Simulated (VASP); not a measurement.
Ru: single point with PBE

The system is Ru.

```xyz
1
Lattice="-0.1334 1.8384 1.8384 1.8384 -0.1334 1.8384 1.8384 1.8384 -0.1334" Properties=species:S:1:pos:R:3 pbc="T T T"
Ru    0.0000    0.0000    0.0000
```

```yaml
Program: VASP 6.6.1
Task: single point
Functional: PBE
Potentials_or_basis: VASP PAW PBE potentials, release 64 (Ru_pv)
Cutoff: 520 eV
k_mesh: 20 × 20 × 20
Occupations: gaussian, width 0.15 eV
Spin: no spin polarisation
```

- Pressure: 5.6 GPa
- Band gap on the k mesh: zero (band 7 reaches 14.61 eV, above the bottom of band 8 at 10.95 eV)

Stress tensor (GPa, compression positive):
```
 5.64 16.90 16.90
16.90  5.64 16.90
16.90 16.90  5.64
```

Levels at points of the mesh, in eV from the Fermi level:
```tsv
k point	band 5	band 6	band 7	band 8	band 9	band 10
(0.00, 0.00, 0.00)	-3.21	-3.21	-1.48	0.01	0.01	10.56
(0.50, 0.00, 0.00)	-3.42	-1.67	0.64	1.06	1.90	9.46
(0.50, 0.50, 0.00)	-5.83	1.37	2.04	2.52	3.67	10.56
(0.50, 0.50, 0.50)	-3.00	-3.00	2.08	2.08	2.26	10.56
```

It took 63 s on 1 thread of AMD EPYC 9R45 96-Core Processor (Zen 5) (shared host), peak memory 0.2 GiB.
